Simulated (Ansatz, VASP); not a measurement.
**Two plane-wave programs on NaPtCl3**

```
Na Pt Cl
1.0
     4.93748    0.00000    0.00000
     0.00000    4.93748    0.00000
     0.00000    0.00000    4.93748
Na Pt Cl
1 1 3
Direct
  0.00000 0.00000 0.00000
  0.50000 0.50000 0.50000
  0.00000 0.50000 0.50000
  0.50000 0.50000 0.00000
  0.50000 0.00000 0.50000
```

Change from the starting cell: species swapped into the EuBRh3 type (Pm-3m, No. 221).

Alike in both runs: functional PBE; k mesh 8 × 8 × 8; occupations gaussian, width 0.1 eV; collinear spin.

Ansatz relaxed the structure, and its values are those at the end. VASP's run is a single point on that final structure, the one shown.

|  | VASP | Ansatz |
| --- | --- | --- |
| version | VASP 6.6.1 | Ansatz 0.2.0 |
| potentials or method | VASP PAW PBE potentials, release 64 (Na_pv, Pt, Cl), cutoff 520 eV | scalar-relativistic, plane waves, PAW |
| valence electrons in the cell | 38 | 48 |

|  | VASP | Ansatz | Ansatz less VASP |
| --- | --- | --- | --- |
| gap on the k mesh at the Fermi level (eV) | none | none | - |
| pressure (GPa) | -0.1 | 0.0 | +0.09 |
| net moment per atom (μB) | 0.00 | 0.00 | 0.000 |

A gap of «none» marks a metal or a gap that the smearing closes. VASP's potentials hold 38 valence electrons a cell and Ansatz's 48, so a difference there can come from the potentials and not from the codes. Ansatz's warnings: seeded moment not kept.

Neither program's run includes spin-orbit coupling.
